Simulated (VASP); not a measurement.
# AlAs (scan) (F-43m) in VASP: further runs

Runs on AlAs (scan). Level: r2SCAN. Tasks: single point.

All numbers are computed with VASP 6.6.1; they aren't measurements. Logs are shortened: lines on timing, memory, paths and dates and some standing lists are left out, and cuts for length are marked.

## 1. The cell of the first run

Symmetry: F-43m, No. 216, cubic system. Conventional cell: a = 5.676 Å, b = 5.676 Å, c = 5.676 Å, α = 90.00°, β = 90.00°, γ = 90.00°. Within 3.2 Å of Al (site symmetry -43m) lie 4 As at 2.46 Å. As (site symmetry -43m) has 4 Al at 2.46 Å within 3.2 Å.

## 2. Single point, r2SCAN

File POSCAR:

```
AlAs
1.0
    0.0000000000      2.8382239233      2.8382239233
    2.8382239233      0.0000000000      2.8382239233
    2.8382239233      2.8382239233      0.0000000000
Al As
1 1
Direct
    0.0000000000      0.0000000000      0.0000000000
    0.2500000000      0.2500000000      0.2500000000
```

File INCAR.step1:

```
SYSTEM = AlAs
PREC = Accurate
ENCUT = 550
ISMEAR = 0
SIGMA = 0.02
LREAL = .FALSE.
LASPH = .TRUE.
NELM = 120
NBANDS = 11
GGA = PE
ALGO = Normal
EDIFF = 1E-5
LWAVE = .TRUE.
LCHARG = .FALSE.
GGA_COMPAT = .FALSE.
```

File INCAR.step2:

```
SYSTEM = AlAs
PREC = Accurate
ENCUT = 550
EDIFF = 1E-6
ISMEAR = 0
SIGMA = 0.02
LREAL = .FALSE.
LASPH = .TRUE.
NELM = 120
ALGO = Normal
ISIF = 2
LWAVE = .FALSE.
LCHARG = .TRUE.
METAGGA = R2SCAN
LMIXTAU = .TRUE.
LELF = .TRUE.
LVHAR = .TRUE.
NBANDS = 11
ISTART = 1
GGA_COMPAT = .FALSE.
```

File KPOINTS:

```
regular mesh
0
G
  8 8 8
  0 0 0
```

Potentials or basis: VASP PAW PBE potentials, release 64 (Al, As).

Started as:

```sh
cat potpaw_PBE.64/Al/POTCAR potpaw_PBE.64/As/POTCAR > POTCAR
cp INCAR.step1 INCAR
mpirun -np 1 vasp_std > vasp.out
cp INCAR.step2 INCAR
mpirun -np 1 vasp_std > vasp.out
```

OUTCAR:

```text
SYSTEM = AlAs
   PREC = Accurate
   ENCUT = 550
   EDIFF = 1E-6
   ISMEAR = 0
   LREAL = .FALSE.
   LASPH = .TRUE.
   NELM = 120
   ISIF = 2
   METAGGA = R2SCAN
   ISTART = 1

 ion  position               nearest neighbor table
   1  0.000  0.000  0.000-   2 2.46   2 2.46   2 2.46   2 2.46
   2  0.250  0.250  0.250-   1 2.46   1 2.46   1 2.46   1 2.46

  LATTYP: Found a face centered cubic cell.
 ALAT       =     5.6764478466

  Lattice vectors:

 A1 = (   0.0000000000,   2.8382239233,   2.8382239233)
 A2 = (   2.8382239233,   0.0000000000,   2.8382239233)
 A3 = (   2.8382239233,   2.8382239233,   0.0000000000)

Analysis of symmetry for initial positions (statically):
=====================================================================
 Subroutine PRICEL returns:
 Original cell was already a primitive cell.

 Routine SETGRP: Setting up the symmetry group for a
 face centered cubic supercell.

 Subroutine GETGRP returns: Found 24 space group operations
 (whereof 24 operations were pure point group operations)
 out of a pool of 48 trial point group operations.

The static configuration has the point symmetry T_d .

Analysis of symmetry for dynamics (positions and initial velocities):
=====================================================================
 Subroutine PRICEL returns:
 Original cell was already a primitive cell.

 Routine SETGRP: Setting up the symmetry group for a
 face centered cubic supercell.

 Subroutine GETGRP returns: Found 24 space group operations
 (whereof 24 operations were pure point group operations)
 out of a pool of 48 trial point group operations.

The dynamic configuration has the point symmetry T_d .

 Subroutine INISYM returns: Found 24 space group operations
 (whereof 24 operations are pure point group operations),
 and found     1 'primitive' translations

----------------------------------------------------------------------------------------

                                     Primitive cell

  volume of cell :      45.7267

  direct lattice vectors                    reciprocal lattice vectors
     0.000000000  2.838223923  2.838223923    -0.176166509  0.176166509  0.176166509
     2.838223923  0.000000000  2.838223923     0.176166509 -0.176166509  0.176166509
     2.838223923  2.838223923  0.000000000     0.176166509  0.176166509 -0.176166509

  length of vectors
     4.013854765  4.013854765  4.013854765     0.305129344  0.305129344  0.305129344

  position of ions in fractional coordinates (direct lattice)
     0.000000000  0.000000000  0.000000000
[... 87 lines left out ...]
   TEBEG  =    0.0;   TEEND  =   0.0 temperature during run
   PSTRESS=    0.0 pullay stress
   NELECT =       8.0000    total number of electrons
   NUPDOWN=      -1.0000    fix difference up-down
   EMIN   =  10.00;   EMAX   =-10.00  energy-range for DOS
   EFERMI =   0.00;   METHOD = LEGACY
   ISMEAR =     0;   SIGMA  =   0.02  broadening in eV -4-tet -1-fermi 0-gaus
   EFERMI_NEDOS =   21; number of points for ismear=-14 and -15
   IALGO  =     38    algorithm
   IMIX   =      4    mixing-type and parameters
     AMIX     =   0.40;   BMIX     =  1.00
     AMIX_MAG =   1.60;   BMIX_MAG =  1.00
  volume/ion in A,a.u.               =      22.86       154.29
  Fermi-wavevector in a.u.,A,eV,Ry     =   0.915619  1.730269 11.406557  0.838358
  Thomas-Fermi vector in A             =   2.040381
   LORBIT       =      0    0 simple, 1 ext, 2 COOP (PROOUT), +10 PAW based schemes
   METAGGA = R2SCAN    functional components
   LHFCALC =     F    Hartree Fock is set to
   AEXX    =    0.0000 exact exchange contribution
   IVDW    =     0    specifies the selected vdW correction
   LEPSILON=     F    determine dielectric tensor
   LRPA    =     F    only Hartree local field effects (RPA)
 non-spin polarized calculation
 Gauss-broadening in eV      SIGMA  =   0.02
  energy-cutoff  :      550.00
  volume of cell :       45.73
 maximum number of plane-waves:      1363
   NGX = 15   NGY = 15   NGZ = 15

 number of electron       8.0000001 magnetization

 Free energy of the ion-electron system (eV)
  ---------------------------------------------------
  ext. energy  EPLUGINS =         0.00000000
  ---------------------------------------------------
  free energy    TOTEN  =       -22.69544176 eV

  energy without entropy =      -22.69544176  energy(sigma->0) =      -22.69544176

 E-fermi :   3.7189     XC(G=0):  -9.4163

 val. band max:        3.5951373879   @ k =   0.0000   0.0000   0.0000
 cond. band min:       5.3995710166   @ k =   0.5000   0.5000   0.0000
 fundamental gap:      1.8044336287
 Fermi energy:         3.7189152709

 k-point     1 :       0.0000    0.0000    0.0000
  band No.  band energies     occupation
      1      -8.6770      2.00000
      2       3.5951      2.00000
      3       3.5951      2.00000
      4       3.5951      2.00000
      5       6.2316      0.00000
      6       8.2904      0.00000
      7       8.2904      0.00000
      8       8.2904      0.00000
      9      13.0999      0.00000
     10      13.0999      0.00000
     11      13.2904      0.00000
[... 309 lines left out ...]
 k-point    24 :      -0.3750    0.2500    0.1250
  band No.  band energies     occupation
      1      -6.9384      2.00000
      2      -1.7403      2.00000
      3       0.8840      2.00000
      4       2.0311      2.00000
      5       7.6904      0.00000
      6       8.2893      0.00000
      7      10.7909      0.00000
      8      11.7799      0.00000
      9      12.5924      0.00000
     10      15.3354      0.00000
     11      16.7024      0.00000

 [... further k-points ...]

------------------------ aborting loop because EDIFF is reached ----------------------------------------

  FORCE on cell =-STRESS in cart. coord.  units (eV):
  Direction    XX          YY          ZZ          XY          YZ          ZX
  --------------------------------------------------------------------------------------
  -------------------------------------------------------------------------------------
  Total        0.0049103      0.0049103      0.0049103      0.0000000     -0.0000000     -0.0000000
  in kB        0.1720472      0.1720472      0.1720472      0.0000000     -0.0000000     -0.0000000
  external PRESSURE =       0.1720472 kB  Pullay stress =       0.0000000 kB

 VOLUME and BASIS-vectors are now :
 -----------------------------------------------------------------------------
  energy-cutoff  :      550.00
  volume of cell :       45.73
      direct lattice vectors                 reciprocal lattice vectors
     0.000000000  2.838223923  2.838223923    -0.176166509  0.176166509  0.176166509
     2.838223923  0.000000000  2.838223923     0.176166509 -0.176166509  0.176166509
     2.838223923  2.838223923  0.000000000     0.176166509  0.176166509 -0.176166509

 POSITION                                       TOTAL-FORCE (eV/Angst)
 -----------------------------------------------------------------------------------
      0.00000      0.00000      0.00000         0.000000     -0.000000     -0.000000
      1.41911      1.41911      1.41911        -0.000000      0.000000      0.000000
 -----------------------------------------------------------------------------------
    total drift:                                0.000000      0.000000      0.000000

  FREE ENERGIE OF THE ION-ELECTRON SYSTEM (eV)
  ---------------------------------------------------
  free  energy   TOTEN  =       -22.6954417611 eV

  energy  without entropy=      -22.6954417611  energy(sigma->0) =      -22.69544176
```

OUTCAR.step1:

```text
SYSTEM = AlAs
   PREC = Accurate
   ENCUT = 550
   ISMEAR = 0
   LREAL = .FALSE.
   LASPH = .TRUE.
[... 557 lines left out ...]
      0.00000      0.00000      0.00000         0.000000     -0.000000      0.000000
      1.41911      1.41911      1.41911        -0.000000      0.000000     -0.000000
 -----------------------------------------------------------------------------------
    total drift:                                0.000000      0.000000      0.000000

  FREE ENERGIE OF THE ION-ELECTRON SYSTEM (eV)
  ---------------------------------------------------
  free  energy   TOTEN  =        -9.3791853087 eV

  energy  without entropy=       -9.3791853087  energy(sigma->0) =       -9.37918531
```

Wall time 34 s (1 thread of Intel Xeon 6975P-C (Granite Rapids), shared host); peak memory 0.18 GiB.

Results:

```yaml
Free_energy: -22.6954 eV
Pressure: 0.0 GPa
Band_gap_on_the_k_mesh: 1.80 eV, indirect (least direct gap 2.64 eV)
```

Levels at points of the mesh, in eV from the valence-band top:
| k point | band 1 | band 2 | band 3 | band 4 | band 5 | band 6 | band 7 | band 8 | band 9 |
| --- | --- | --- | --- | --- | --- | --- | --- | --- | --- |
| (0.00, 0.00, 0.00) | -12.27 | 0.00 | 0.00 | 0.00 | 2.64 | 4.70 | 4.70 | 4.70 | 9.50 |
| (0.50, 0.00, 0.00) | -10.81 | -5.66 | -0.84 | -0.84 | 2.62 | 5.10 | 5.10 | 8.38 | 12.00 |
| (0.50, 0.50, 0.00) | -10.24 | -5.51 | -2.22 | -2.22 | 1.80 | 2.68 | 11.12 | 11.12 | 12.61 |

Caveat: the PAW data sets were made with another functional, which shifts forces and pressure a little. r2SCAN opens gaps a little over a GGA but as a rule still falls short of measured ones.

## 3. Single point, r2SCAN

POSCAR is that of step 2.

File INCAR.step1:

```
PREC = Accurate
ENCUT = 550
ISMEAR = 0
SIGMA = 0.02
LREAL = False
LASPH = True
NELM = 120
NBANDS = 11
GGA = PE
ALGO = Normal
EDIFF = 1E-5
LWAVE = True
LCHARG = False
GGA_COMPAT = False
```

File INCAR.step2:

```
PREC = Accurate
ENCUT = 550
EDIFF = 1E-6
ISMEAR = 0
SIGMA = 0.02
LREAL = False
LASPH = True
NELM = 120
ALGO = Normal
ISIF = 2
LWAVE = False
LCHARG = False
METAGGA = R2SCAN
LMIXTAU = True
NBANDS = 11
ISTART = 1
GGA_COMPAT = False
```

File KPOINTS:

```
regular mesh
0
Gamma
  8 8 8
```

Potentials or basis: VASP PAW PBE potentials, release 64 (Al, As).

Started as:

```sh
cat potpaw_PBE.64/Al/POTCAR potpaw_PBE.64/As/POTCAR > POTCAR
cp INCAR.step1 INCAR
mpirun -np 1 vasp_std > vasp.out
cp INCAR.step2 INCAR
mpirun -np 1 vasp_std > vasp.out
```

It took 34 s on 1 thread of Intel Xeon 6975P-C (Granite Rapids), shared host; peak memory 0.18 GiB.

Results (log left out):

```yaml
Free_energy: -22.6954 eV
Pressure: 0.0 GPa
Band_gap_on_the_k_mesh: 1.80 eV, indirect (least direct gap 2.64 eV)
```

Levels at points of the mesh, in eV from the valence-band top:
| k point | band 2 | band 3 | band 4 | band 5 | band 6 | band 7 |
| --- | --- | --- | --- | --- | --- | --- |
| (0.00, 0.00, 0.00) | 0.00 | 0.00 | 0.00 | 2.64 | 4.70 | 4.70 |
| (0.50, 0.00, 0.00) | -5.66 | -0.84 | -0.84 | 2.62 | 5.10 | 5.10 |
| (0.50, 0.50, 0.00) | -5.51 | -2.22 | -2.22 | 1.80 | 2.68 | 11.12 |

Caveat: the PAW data sets were made with another functional, which shifts forces and pressure a little.
